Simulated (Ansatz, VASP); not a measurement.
## Sr in VASP and in Ansatz

Contents of POSCAR:

```
Sr
1.0
    4.3577997119      0.0000000000      0.0000000000
   -2.1788998560      3.7739652551      0.0000000000
    0.0000000000      0.0000000000      7.1372591804
Sr
2
Direct
    0.3333333333      0.6666666667      0.2500000000
    0.6666666667      0.3333333333      0.7500000000
```

Contents of INCAR.step1:

```
SYSTEM = Sr
  PREC = Accurate
  ENCUT = 520
  ISMEAR = -1
  SIGMA = 0.05
  LREAL = .FALSE.
  LASPH = .TRUE.
  NELM = 60
  NBANDS = 17
  GGA = PE
  ALGO = Normal
  EDIFF = 1E-4
  LWAVE = .TRUE.
  LCHARG = .FALSE.
```

Contents of INCAR.step2:

```
SYSTEM = Sr
  PREC = Accurate
  ENCUT = 520
  EDIFF = 1E-8
  ISMEAR = -1
  SIGMA = 0.05
  LREAL = .FALSE.
  LASPH = .TRUE.
  NELM = 60
  ALGO = Normal
  ISIF = 2
  LWAVE = .FALSE.
  LCHARG = .FALSE.
  METAGGA = R2SCAN
  LMIXTAU = .TRUE.
  LEFG = .TRUE.
  NBANDS = 17
  ISTART = 1
```

The input KPOINTS:

```
Automatic mesh
0
G
  11 11 6
  0 0 0
```

Input for Ansatz:

```yaml
crystal:
  lattice:
    - [4.3577997119, 0.0, 0.0]
    - [-2.178899856, 3.7739652551, 0.0]
    - [0.0, 0.0, 7.1372591804]
  atoms:
    - { symbol: Sr, position: [0.3333333333, 0.6666666667, 0.25] }
    - { symbol: Sr, position: [0.6666666667, 0.3333333333, 0.75] }
kpoints:
  mp_grid: { grid: [11, 11, 6] }
scf:
  occupations: { method: fermi_dirac, width: 0.05 }
hamiltonian:
  xc: r2scan
  pseudopotentials: { kind: all_electron, datasets: crystal }
output:
  forces: true
  stress: true
  eigenvalues: true
  efg: { contact_densities: true }
```

Change from the starting cell: volume scaled by 1.04, crystal datasets.

Alike in both runs: task electric field gradients; functional r2SCAN; k mesh 11 × 11 × 6; occupations fermi-dirac, width 0.05 eV; no spin polarisation.

```csv
,VASP,Ansatz
version,VASP 6.6.1,Ansatz 0.2.0
potentials or method,"VASP PAW PBE potentials, release 64 (Sr_sv), cutoff 520 eV","all-electron PAW with datasets made for the crystal, scalar-relativistic"
```

Ansatz gave:

- pressure (GPa): -0.3
- traceless stress, the component that is largest in VASP (GPa): 0.15
- size of Vzz on the site where it differs most (V/Å²): 9.2

Problem. Estimate VASP's values.

Solution. Pressure (GPa): -0.3; traceless stress, the component that is largest in VASP (GPa): 0.16; size of Vzz on the site where it differs most (V/Å²): 9.2.

VASP's potentials were made for PBE, not for r2SCAN. Ansatz ran all-electron here, and VASP with PAW potentials.
